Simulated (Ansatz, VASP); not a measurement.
HC6: VASP beside Ansatz

File INCAR:

```
SYSTEM = HC6
ALGO = Normal
DIPOL = 0.5 0.5 0.307
EDIFF = 1E-7
ENCUT = 520
GGA = PE
IDIPOL = 3
ISIF = 2
ISMEAR = 0
LASPH = .TRUE.
LCHARG = .FALSE.
LDIPOL = .TRUE.
LREAL = .FALSE.
LWAVE = .FALSE.
NBANDS = 38
NELM = 100
PREC = Accurate
SIGMA = 0.1
```

KPOINTS

```
k-points
0
G
  6 3 1
  0 0 0
```

File POSCAR:

```
HC6
1.0
    4.9326910638      0.0000000000      0.0000000000
    0.0000000000      8.5222964205      0.0000000000
    0.0000000000      0.0000000000     22.9416055954
C H
12 2
Direct
    0.0000000000      0.0000000000      0.1743557130
    0.5000000000      0.0000000000      0.1743557130
    0.2500000000      0.0000000000      0.2053898368
    0.7500000000      0.0000000000      0.2053898368
    0.2500000000      0.0000000000      0.2674580844
    0.7500000000      0.0000000000      0.2674580844
    0.0000000000      0.0000000000      0.2977124344
    0.5000000000      0.0000000000      0.2977124344
    0.0000000000      0.0000000000      0.3626190265
    0.5000000000      0.0000000000      0.3626190265
    0.2500000000      0.0000000000      0.3897550046
    0.7500000000      0.0000000000      0.3897550046
   -0.0186160521      0.0000000000      0.4512153935
    0.5186160521      0.0000000000      0.4512153935
```

Input for Ansatz:

```yaml
crystal:
  lattice:
    - [4.9326910638, 0.0, 0.0]
    - [0.0, 8.5222964205, 0.0]
    - [0.0, 0.0, 22.9416055954]
  atoms:
    - { symbol: C, position: [0.0, 0.0, 0.174355713] }
    - { symbol: C, position: [0.5, 0.0, 0.174355713] }
    - { symbol: C, position: [0.25, 0.0, 0.2053898368] }
    - { symbol: C, position: [0.75, 0.0, 0.2053898368] }
    - { symbol: C, position: [0.25, 0.0, 0.2674580844] }
    - { symbol: C, position: [0.75, 0.0, 0.2674580844] }
    - { symbol: C, position: [0.0, 0.0, 0.2977124344] }
    - { symbol: C, position: [0.5, 0.0, 0.2977124344] }
    - { symbol: C, position: [0.0, 0.0, 0.3626190265] }
    - { symbol: C, position: [0.5, 0.0, 0.3626190265] }
    - { symbol: C, position: [0.25, 0.0, 0.3897550046] }
    - { symbol: C, position: [0.75, 0.0, 0.3897550046] }
    - { symbol: H, position: [-0.0186160521, 0.0, 0.4512153935] }
    - { symbol: H, position: [0.5186160521, 0.0, 0.4512153935] }
basis:
  ecutwfc: 420
kpoints:
  mp_grid: { grid: [6, 3, 1] }
hamiltonian:
  xc: pbe
  pseudopotentials: { kind: paw, azcp: { folder: soft_1 } }
scf:
  occupations: { method: gaussian, width: 0.1 }
output:
  forces: true
  eigenvalues: true
efield:
  axis: 3
  dipole_correction: true
  ramp_width: 0.04
```

Alike in both runs: task single point; functional PBE; k mesh 6 × 3 × 1; occupations gaussian, width 0.1 eV; no spin polarisation.

```csv
,VASP,Ansatz
version,VASP 6.6.1,Ansatz 0.2.0
potentials or method,"VASP PAW PBE potentials, release 64 (C, H), cutoff 520 eV","scalar-relativistic, plane waves, PAW"
valence electrons in the cell,50,50
```

Ansatz gave:

```
gap on the k mesh at the Fermi level (eV) : none
rms of the force components (eV/Å)        : 1.194
```

**Question.** Estimate VASP's values.

**Answer.** gap on the k mesh at the Fermi level (eV): none; rms of the force components (eV/Å): 1.192.

Atom by atom the forces differ by 0.014 eV/Å (rms over components). A gap of «none» marks a metal or a gap that the smearing closes. With one functional, cell and mesh, what is left measures potentials, basis and numerics.
